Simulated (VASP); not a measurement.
## KNa3H4: density of states with LDA

Crystal: KNa3H4.

```
K Na H
1.0
     5.11864    0.00000    0.00000
     0.00000    5.11864    0.00000
     0.00000    0.00000    5.11864
K Na H
1 3 4
Direct
  0.50000 0.50000 0.50000
  0.00000 0.00000 0.50000
  0.00000 0.50000 0.00000
  0.50000 0.00000 0.00000
  0.00000 0.00000 0.00000
  0.50000 0.50000 0.00000
  0.50000 0.00000 0.50000
  0.00000 0.50000 0.50000
```

```
Program                 : VASP 6.6.1
Task                    : density of states
Functional              : LDA
Potentials or basis     : VASP PAW LDA potentials, release 64 (K_sv, Na_pv, H)
Cutoff                  : 520 eV
k mesh                  : 3 × 3 × 3
Occupations             : gaussian, width 0.01 eV
Spin                    : no spin polarisation
Dipole correction       : no
k mesh for the DOS      : 5 × 5 × 5
Occupations for the DOS : tetrahedron
Further INCAR settings  : ALGO = Normal; EDIFF = 1e-06; NBANDS = 27
```

* Valence electrons inside the program's atomic spheres: K 7.59; Na 6.03; H 0.47, 0.48

Levels at points of the mesh, in eV from the valence-band top:
```
           k point  band 13  band 14  band 15  band 16  band 17  band 18  band 19  band 20  band 21  band 22
(0.00, 0.00, 0.00)   -11.91    -3.27    -0.58    -0.58    -0.20     4.30     4.30     4.30     7.18     7.18
```

It took 26 s on 1 thread of Intel(R) Xeon(R) Platinum 8488C (Sapphire Rapids), with other jobs on the host, peak memory 0.2 GiB.
